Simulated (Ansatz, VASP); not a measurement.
# W7Au in VASP and in Ansatz

```
W Au
1.0
     0.00000    4.40327    4.40327
     4.40327    0.00000    4.40327
     4.40327    4.40327    0.00000
W Au
7 1
Cartesian
  6.9780 4.4033 4.4033
  1.8285 4.4033 4.4033
  4.4033 6.9780 4.4033
  4.4033 1.8285 4.4033
  4.4033 4.4033 6.9780
  4.4033 4.4033 1.8285
  2.2016 2.2016 2.2016
  4.4033 4.4033 4.4033
```

Alike in both runs: functional PBE; k mesh 4 × 4 × 4; occupations gaussian, width 0.1 eV; no spin polarisation.

Ansatz relaxed the structure, and its values are those at the end. VASP's run is a single point on that final structure, the one shown.

|  | VASP | Ansatz |
| --- | --- | --- |
| version | VASP 6.6.1 | Ansatz 0.2.0 |
| potentials or method | VASP PAW PBE potentials, release 64 (W_sv, Au), cutoff 520 eV | scalar-relativistic, plane waves, PAW |
| valence electrons in the cell | 109 | 117 |

VASP gave:

| Item | Value |
| --- | --- |
| gap on the k mesh at the Fermi level (eV) | none |
| pressure (GPa) | 0.4 |
| rms of the force components (eV/Å) | 0.021 |

**Question.** What did Ansatz give for the same quantities?

**Answer.** gap on the k mesh at the Fermi level (eV): none; pressure (GPa): 0.1; rms of the force components (eV/Å): 0.013.

A gap of «none» marks a metal or a gap that the smearing closes. VASP's potentials hold 109 valence electrons a cell and Ansatz's 117, so a difference there can come from the potentials and not from the codes.

Neither program's run includes spin-orbit coupling.
